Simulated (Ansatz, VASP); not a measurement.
**One calculation of SiC, two programs**

Contents of INCAR:

```
  ALGO = Normal
  EDIFF = 1E-6
  ENCUT = 520
  GGA = PE
  ISIF = 2
  ISMEAR = 0
  LASPH = True
  LCHARG = True
  LELF = True
  LREAL = False
  LVHAR = True
  LWAVE = False
  NBANDS = 26
  NELM = 60
  PREC = Accurate
  SIGMA = 0.05
```

The input KPOINTS:

```
k-points
0
Gamma
  6 6 6
```

The input POSCAR:

```
SiC
1.0
    4.3480000000      0.0000000000      0.0000000000
    0.0000000000     -4.3480000000      0.0000000000
    0.0000000000      0.0000000000     -4.3480000000
Si C
4 4
Direct
    0.0000000000      0.5000000000      0.5000000000
    0.5000000000      0.0000000000      0.5000000000
    0.5000000000      0.5000000000      0.0000000000
    0.0000000000      0.0000000000      0.0000000000
    0.7500000000      0.7500000000      0.7500000000
    0.2500000000      0.2500000000      0.7500000000
    0.2500000000      0.7500000000      0.2500000000
    0.7500000000      0.2500000000      0.2500000000
```

Input for Ansatz:

```yaml
crystal:
  lattice:
    - [4.348, 0.0, 0.0]
    - [0.0, -4.348, 0.0]
    - [0.0, 0.0, -4.348]
  atoms:
    - { symbol: Si, position: [0.0, 0.5, 0.5] }
    - { symbol: Si, position: [0.5, 0.0, 0.5] }
    - { symbol: Si, position: [0.5, 0.5, 0.0] }
    - { symbol: Si, position: [0.0, 0.0, 0.0] }
    - { symbol: C, position: [0.75, 0.75, 0.75] }
    - { symbol: C, position: [0.25, 0.25, 0.75] }
    - { symbol: C, position: [0.25, 0.75, 0.25] }
    - { symbol: C, position: [0.75, 0.25, 0.25] }
basis:
  ecutwfc: 420
kpoints:
  mp_grid: { grid: [6, 6, 6] }
hamiltonian:
  xc: pbe
scf:
  occupations: { method: gaussian, width: 0.05 }
output:
  forces: true
  stress: true
  eigenvalues: true
  write_density: true
  write_potential: true
  elf: true
  volumetric_format: npy
```

Alike in both runs: task single point; functional PBE; k mesh 6 × 6 × 6; occupations gaussian, width 0.05 eV; no spin polarisation.

|  | VASP | Ansatz |
| --- | --- | --- |
| version | VASP 6.6.1 | Ansatz 0.2.0 |
| potentials or method | VASP PAW PBE potentials, release 64 (Si, C), cutoff 520 eV | scalar-relativistic, plane waves, PAW |
| valence electrons in the cell | 32 | 32 |

|  | VASP | Ansatz | Ansatz less VASP |
| --- | --- | --- | --- |
| gap on the k mesh at the Fermi level (eV) | 1.35 | 1.35 | +0.003 |
| least direct gap on the mesh (eV) | 1.35 | 1.35 | +0.003 |
| pressure (GPa) | 4.8 | 4.8 | +0.06 |

The functional is the same, so the differences come from potentials, cutoffs and numerics.
